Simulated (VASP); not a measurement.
Wanted: the native input for a VASP 6.6.1 run.

```yaml
Task: single point
Functional: PBE
Potentials_or_basis: VASP PAW PBE potentials, release 64 (Ba_sv, Ti_sv, O)
Cutoff: 520 eV
k_mesh: 6 × 6 × 2
Occupations: gaussian, width 0.05 eV
Spin: no spin polarisation
Dipole_correction: no
Further_INCAR_settings: LREAL = Auto; ALGO = Normal; EDIFF = 1e-06; NBANDS = 73
```

The structure of BaTiO3 lies in POSCAR:

```
BaTiO3
1.0
    2.8630706609     -1.6529946168     -2.3563003513
    0.0000000000      3.3059892335     -2.3563003513
    8.9436962928      5.1636454622      7.3560499674
Ba Ti O
3 3 9
Direct
    0.9944719334      0.9944719334      0.8831445393
    0.9948878199      0.9948878199      0.2427681394
    0.9946798767      0.9946798767      0.5629563393
    0.4807558324      0.4807558324      0.0872312779
    0.4805478891      0.4805478891      0.4074194778
    0.4803399459      0.4803399459      0.7276076778
    0.5115559028      0.0221794825      0.0773715090
    0.5113479596      0.0219715393      0.3975597090
    0.5111400163      0.0217635960      0.7177479090
    0.0221794825      0.5115559028      0.0773715090
    0.0219715393      0.5113479596      0.3975597090
    0.0217635960      0.5111400163      0.7177479090
    0.5114541403      0.5114541403      0.2340640642
    0.5112461971      0.5112461971      0.5542522641
    0.5110382538      0.5110382538      0.8744404641
```

The input as run:

INCAR

```
PREC     = Accurate       # precision mode
ENCUT    = 520            # plane-wave cutoff, eV
EDIFF    = 1E-6           # SCF threshold, eV
ISMEAR   = 0              # smearing method
SIGMA    = 0.05           # smearing width, eV
LREAL    = Auto         
LASPH    = T              # aspherical terms in the spheres
NELM     = 100            # most SCF steps
ALGO     = Normal         # electronic algorithm
ISIF     = 2              # what is computed and relaxed
LWAVE    = F              # write WAVECAR
LCHARG   = F              # write CHGCAR
GGA      = PE             # functional
NBANDS   = 73             # bands
```

KPOINTS

```
regular mesh
0
Gamma
  6 6 2
```

Potentials or basis: VASP PAW PBE potentials, release 64 (Ba_sv, Ti_sv, O).

Run with:

```sh
$ cat potpaw_PBE.64/Ba_sv/POTCAR potpaw_PBE.64/Ti_sv/POTCAR potpaw_PBE.64/O/POTCAR > POTCAR
$ mpirun -np 1 vasp_std > vasp.out
```

Results of the run:

| Property | Result |
| --- | --- |
| Pressure | -1.2 GPa |
| Largest force | 0.871 eV/Å |
| Band gap on the k mesh | 2.22 eV, indirect (least direct gap 2.99 eV) |

Caveat: spin-orbit coupling is left out, which moves the levels of the heavy elements.

It took 15 min on 1 thread of Intel(R) Xeon(R) Platinum 8488C (Sapphire Rapids), on a shared host, peak memory 0.42 GiB.
